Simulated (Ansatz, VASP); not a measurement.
# One calculation of Sr, two programs

```
Sr
1.0
     4.19454    0.00000    0.00000
    -2.09727    3.63258    0.00000
     0.00000    0.00000    6.87853
Sr
2
Direct
  0.33333 0.66667 0.25000
  0.66667 0.33333 0.75000
```

Alike in both runs: task single point; functional PBEsol; k mesh 12 × 12 × 8; occupations gaussian, width 0.1 eV; no spin polarisation.

|  | VASP | Ansatz |
| --- | --- | --- |
| version | VASP 6.6.1 | Ansatz 0.2.0 |
| potentials or method | VASP PAW PBE potentials, release 64 (Sr_sv), cutoff 520 eV | scalar-relativistic, plane waves, PAW |
| valence electrons in the cell | 20 | 20 |

```tsv
	VASP	Ansatz	Ansatz less VASP
gap on the k mesh at the Fermi level (eV)	none	none	-
pressure (GPa)	0.0	0.0	-0.01
```

VASP's potentials were made for PBE, not for PBEsol. A gap of «none» marks a metal or a gap that the smearing closes.
